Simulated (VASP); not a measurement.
A run of VASP 6.6.1 is set up as follows.

The input INCAR:

```
  ALGO = Normal
  EDIFF = 1E-6
  ENCUT = 520
  GGA = PE
  ISIF = 2
  ISMEAR = -1
  LASPH = T
  LCHARG = T
  LELF = T
  LREAL = F
  LVHAR = T
  LWAVE = F
  NBANDS = 28
  NELM = 80
  PREC = Accurate
  SIGMA = 0.08
```

Contents of KPOINTS:

```
k-points
0
Gamma
  8 8 11
```

File POSCAR:

```
Mo
1.0
    4.6780536626      0.0000000000      0.0000000000
   -2.3390268313      4.0513133121      0.0000000000
    0.0000000000      0.0000000000      2.5661422529
Mo
3
Direct
    0.0000000000      0.0000000000      0.0000000000
    0.3333333333      0.6666666667      0.5000000000
    0.6666666667      0.3333333333      0.5000000000
```

Potentials or basis: VASP PAW PBE potentials, release 64 (Mo_sv).

Run with:

```console
$ cat potpaw_PBE.64/Mo_sv/POTCAR > POTCAR
$ mpirun -np 1 vasp_std > vasp.out
```

Predict the pressure.

-0.8 GPa.

Estimate the band gap on the k mesh.

zero (band 21 reaches 12.65 eV, above the bottom of band 22 at 11.31 eV).

Stress tensor (GPa, compression positive):
```
-0.88  0.00  0.00
 0.00 -0.88  0.00
 0.00  0.00 -0.67
```
